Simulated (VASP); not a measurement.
# AlN (F-43m) in VASP: notebook, part 2 of 2

VASP 6.6.1. Earlier steps stand in the parts before.

## (4) Single point, r2SCAN (volume changed by +3%)

Contents of POSCAR:

```
AlN
1.0
    0.0000000000      2.2065103310      2.2065103310
    2.2065103310      0.0000000000      2.2065103310
    2.2065103310      2.2065103310      0.0000000000
Al N
1 1
Direct
    0.0000000000      0.0000000000      0.0000000000
    0.7500000000      0.7500000000      0.7500000000
```

Contents of INCAR.step1:

```
  PREC = Accurate
  ENCUT = 520
  ISMEAR = 0
  SIGMA = 0.01
  LREAL = F
  LASPH = T
  NELM = 100
  NBANDS = 11
  GGA = PE
  ALGO = Normal
  EDIFF = 1E-4
  LWAVE = T
  LCHARG = F
```

Contents of INCAR.step2:

```
  PREC = Accurate
  ENCUT = 520
  EDIFF = 1E-6
  ISMEAR = 0
  SIGMA = 0.01
  LREAL = F
  LASPH = T
  NELM = 100
  ALGO = Normal
  ISIF = 2
  LWAVE = F
  LCHARG = F
  METAGGA = R2SCAN
  LMIXTAU = T
  NBANDS = 11
  ISTART = 1
```

Contents of KPOINTS:

```
Automatic mesh
0
Gamma
  8 8 8
```

Potentials or basis: VASP PAW PBE potentials, release 64 (Al, N).

The run is started by

```bash
$ cat potpaw_PBE.64/Al/POTCAR potpaw_PBE.64/N/POTCAR > POTCAR
$ cp INCAR.step1 INCAR
$ mpirun -np 1 vasp_std > vasp.out
$ cp INCAR.step2 INCAR
$ mpirun -np 1 vasp_std > vasp.out
```

OUTCAR:

```text
PREC = Accurate
   ENCUT = 520
   EDIFF = 1E-6
   ISMEAR = 0
   LREAL = F
   LASPH = T
   NELM = 100
   ISIF = 2
   METAGGA = R2SCAN
   ISTART = 1

 ion  position               nearest neighbor table
   1  0.000  0.000  0.000-   2 1.91   2 1.91   2 1.91   2 1.91
   2  0.750  0.750  0.750-   1 1.91   1 1.91   1 1.91   1 1.91

  LATTYP: Found a face centered cubic cell.
 ALAT       =     4.4130206620

  Lattice vectors:

 A1 = (   0.0000000000,   2.2065103310,   2.2065103310)
 A2 = (   2.2065103310,   0.0000000000,   2.2065103310)
 A3 = (   2.2065103310,   2.2065103310,   0.0000000000)

Analysis of symmetry for initial positions (statically):
[... 5 lines left out ...]
 face centered cubic supercell.

 Subroutine GETGRP returns: Found 24 space group operations
 (whereof 24 operations were pure point group operations)
 out of a pool of 48 trial point group operations.

The static configuration has the point symmetry T_d .

Analysis of symmetry for dynamics (positions and initial velocities):
[... 5 lines left out ...]
 face centered cubic supercell.

 Subroutine GETGRP returns: Found 24 space group operations
 (whereof 24 operations were pure point group operations)
 out of a pool of 48 trial point group operations.

The dynamic configuration has the point symmetry T_d .

 Subroutine INISYM returns: Found 24 space group operations
 (whereof 24 operations are pure point group operations),
 and found     1 'primitive' translations

----------------------------------------------------------------------------------------

                                     Primitive cell

  volume of cell :      21.4856

  direct lattice vectors                    reciprocal lattice vectors
     0.000000000  2.206510331  2.206510331    -0.226602157  0.226602157  0.226602157
     2.206510331  0.000000000  2.206510331     0.226602157 -0.226602157  0.226602157
     2.206510331  2.206510331  0.000000000     0.226602157  0.226602157 -0.226602157

  length of vectors
     3.120476836  3.120476836  3.120476836     0.392486449  0.392486449  0.392486449

  position of ions in fractional coordinates (direct lattice)
     0.000000000  0.000000000  0.000000000
     0.750000000  0.750000000  0.750000000

  ion indices of the primitive-cell ions
   primitive index   ion index
                 1           1
                 2           2

----------------------------------------------------------------------------------------

 KPOINTS: Automatic mesh

Automatic generation of k-mesh.
 Grid dimensions read from file:
 generate k-points for:    8    8    8

 Generating k-lattice:

  Cartesian coordinates                     Fractional coordinates (reciprocal lattice)
    -0.028325270  0.028325270  0.028325270     0.125000000  0.000000000  0.000000000
     0.028325270 -0.028325270  0.028325270     0.000000000  0.125000000  0.000000000
     0.028325270  0.028325270 -0.028325270     0.000000000  0.000000000  0.125000000

  Length of vectors
     0.049060806  0.049060806  0.049060806

  Shift w.r.t. Gamma in fractional coordinates (k-lattice)
     0.000000000  0.000000000  0.000000000

 Subroutine IBZKPT returns following result:
 ===========================================

 Found     29 irreducible k-points:

 Following reciprocal coordinates:
            Coordinates               Weight
  0.000000  0.000000  0.000000      1.000000
  0.125000  0.000000  0.000000      8.000000
  0.250000  0.000000  0.000000      8.000000
  0.375000  0.000000  0.000000      8.000000
  0.500000  0.000000  0.000000      4.000000
  0.125000  0.125000  0.000000      6.000000
[... 16 lines left out ...]
  0.500000  0.250000  0.125000     48.000000
 -0.375000  0.250000  0.125000     24.000000
 [... further k-points ...]
   k-points           NKPTS =     29   k-points in BZ     NKDIM =     29   number of bands    NBANDS=     11
   number of dos      NEDOS =    301   number of ions     NIONS =      2
   total plane-waves  NPLWV =  13824
   dimension x,y,z NGX =    24 NGY =   24 NGZ =   24
   dimension x,y,z NGXF=    48 NGYF=   48 NGZF=   48
   ions per type =               1   1
   NGX,Y,Z   is equivalent  to a cutoff of  12.79, 12.79, 12.79 a.u.
   NGXF,Y,Z  is equivalent  to a cutoff of  25.57, 25.57, 25.57 a.u.
 SYSTEM =  unknown system
   PREC   = accura    normal or accurate (medium, high low for compatibility)
   ISTART =      1    job   : 0-new  1-cont  2-samecut
   ICHARG =      0    charge: 1-file 2-atom 10-const
   ISPIN  =      1    spin polarized calculation?
   LNONCOLLINEAR =      F non collinear calculations
   LSORBIT =      F    spin-orbit coupling
   LASPH  =      T    aspherical Exc in radial PAW
   ENCUT  =  520.0 eV  38.22 Ry    6.18 a.u.   5.80  5.80  5.80*2*pi/ulx,y,z
   NELM   =    100;   NELMIN=  2; NELMDL=  0     # of ELM steps
   EDIFF  = 0.1E-05   stopping-criterion for ELM
   LREAL  =      F    real-space projection
   EDIFFG = 0.1E-04   stopping-criterion for IOM
   NSW    =      0    number of steps for IOM
   IBRION =     -1    ionic relax: 0-MD 1-quasi-New 2-CG
   NFREE  =      0    steps in history (QN), initial steepest desc. (CG)
   ISIF   =      2    stress and relaxation
   ISYM   =      2    0-nonsym 1-usesym 2-fastsym
   POTIM  = 0.5000    time-step for ionic-motion
   TEBEG  =    0.0;   TEEND  =   0.0 temperature during run
   PSTRESS=    0.0 pullay stress
   NELECT =       8.0000    total number of electrons
   NUPDOWN=      -1.0000    fix difference up-down
   EMIN   =  10.00;   EMAX   =-10.00  energy-range for DOS
   EFERMI =   0.00;   METHOD = LEGACY
   ISMEAR =     0;   SIGMA  =   0.01  broadening in eV -4-tet -1-fermi 0-gaus
   EFERMI_NEDOS =   21; number of points for ismear=-14 and -15
   IALGO  =     38    algorithm
   IMIX   =      4    mixing-type and parameters
     AMIX     =   0.40;   BMIX     =  1.00
     AMIX_MAG =   1.60;   BMIX_MAG =  1.00
  volume/ion in A,a.u.               =      10.74        72.50
  Fermi-wavevector in a.u.,A,eV,Ry     =   1.177757  2.225637 18.872784  1.387110
  Thomas-Fermi vector in A             =   2.314098
   LORBIT       =      0    0 simple, 1 ext, 2 COOP (PROOUT), +10 PAW based schemes
   METAGGA = R2SCAN    functional components
   LHFCALC =     F    Hartree Fock is set to
   AEXX    =    0.0000 exact exchange contribution
   IVDW    =     0    specifies the selected vdW correction
   LEPSILON=     F    determine dielectric tensor
   LRPA    =     F    only Hartree local field effects (RPA)
 non-spin polarized calculation
 Gauss-broadening in eV      SIGMA  =   0.01
  energy-cutoff  :      520.00
  volume of cell :       21.49
 maximum number of plane-waves:       604
   NGX = 11   NGY = 11   NGZ = 11

 number of electron       8.0000001 magnetization

 Free energy of the ion-electron system (eV)
  ---------------------------------------------------
  ext. energy  EPLUGINS =         0.00000000
  ---------------------------------------------------
  free energy    TOTEN  =       -19.16705468 eV

  energy without entropy =      -19.16705468  energy(sigma->0) =      -19.16705468

 E-fermi :   5.4777     XC(G=0): -11.2799

 val. band max:        5.4101352344   @ k =   0.0000   0.0000   0.0000
 cond. band min:       9.3198569782   @ k =   0.5000   0.5000   0.0000
 fundamental gap:      3.9097217437
 Fermi energy:         5.4777140441

 k-point     1 :       0.0000    0.0000    0.0000
  band No.  band energies     occupation
      1     -10.1551      2.00000
      2       5.4101      2.00000
      3       5.4101      2.00000
      4       5.4101      2.00000
      5      10.0175      0.00000
      6      18.6176      0.00000
      7      18.6176      0.00000
      8      18.6176      0.00000
      9      23.6905      0.00000
     10      23.6905      0.00000
     11      25.3351      0.00000

 k-point     2 :       0.1250    0.0000    0.0000
  band No.  band energies     occupation
      1      -9.9361      2.00000
      2       4.2454      2.00000
      3       5.3313      2.00000
      4       5.3313      2.00000
      5      10.9714      0.00000
      6      18.0600      0.00000
      7      18.7932      0.00000
      8      18.7932      0.00000
      9      22.2063      0.00000
     10      22.2063      0.00000
     11      24.2798      0.00000
[... 295 lines left out ...]
 k-point    24 :      -0.3750    0.2500    0.1250
  band No.  band energies     occupation
      1      -7.9289      2.00000
      2       0.3505      2.00000
      3       3.2089      2.00000
      4       4.3060      2.00000
      5      13.1430      0.00000
      6      15.2452      0.00000
      7      18.2925      0.00000
      8      18.7474      0.00000
      9      23.3429      0.00000
     10      25.0029      0.00000
     11      28.3451      0.00000

 [... further k-points ...]
[... 5 lines left out ...]
  --------------------------------------------------------------------------------------
  -------------------------------------------------------------------------------------
  Total       -0.8400485     -0.8400485     -0.8400485      0.0000000      0.0000000      0.0000000
  in kB      -62.6422054    -62.6422054    -62.6422054      0.0000000      0.0000000      0.0000000
  external PRESSURE =     -62.6422054 kB  Pullay stress =       0.0000000 kB

 VOLUME and BASIS-vectors are now :
 -----------------------------------------------------------------------------
  energy-cutoff  :      520.00
  volume of cell :       21.49
      direct lattice vectors                 reciprocal lattice vectors
     0.000000000  2.206510331  2.206510331    -0.226602157  0.226602157  0.226602157
     2.206510331  0.000000000  2.206510331     0.226602157 -0.226602157  0.226602157
     2.206510331  2.206510331  0.000000000     0.226602157  0.226602157 -0.226602157

 POSITION                                       TOTAL-FORCE (eV/Angst)
 -----------------------------------------------------------------------------------
      0.00000      0.00000      0.00000         0.000000      0.000000      0.000000
      3.30977      3.30977      3.30977        -0.000000     -0.000000     -0.000000
 -----------------------------------------------------------------------------------
    total drift:                               -0.000001     -0.000001     -0.000001

  FREE ENERGIE OF THE ION-ELECTRON SYSTEM (eV)
  ---------------------------------------------------
  free  energy   TOTEN  =       -19.1670546833 eV

  energy  without entropy=      -19.1670546833  energy(sigma->0) =      -19.16705468
```

Run time: 10 s. Hardware: 1 thread of Intel Xeon 6975P-C (Granite Rapids), shared host; peak memory 0.13 GiB.

What came out:

| Quantity | Value |
| --- | --- |
| Free energy | -19.1671 eV |
| Pressure | -6.3 GPa |
| Band gap on the k mesh | 3.91 eV, indirect (least direct gap 4.61 eV) |

Caveat: the PAW data sets were made with another functional, which shifts forces and pressure a little. A k mesh can miss the band edges.

## (5) The runs side by side

| cell | gap on the mesh (eV) | pressure (GPa) |
| --- | --- | --- |
| a = 3.090 Å, angles 60.0°, 2 atoms | 3.93 | -0.4 |
| a = 3.059 Å, angles 60.0°, 2 atoms | 3.96 | 6.4 |
| a = 3.120 Å, angles 60.0°, 2 atoms | 3.91 | -6.3 |

Alike in all rows: task single point; level r2SCAN; potentials or basis VASP PAW PBE potentials, release 64 (Al, N); no spin polarisation; k mesh 8 × 8 × 8; cutoff (eV) 520; smearing gaussian 0.01 eV.

Caveats: the PAW data sets were made with another functional, which shifts forces and pressure a little.

Absolute energies hang on the potentials; compare differences alone.
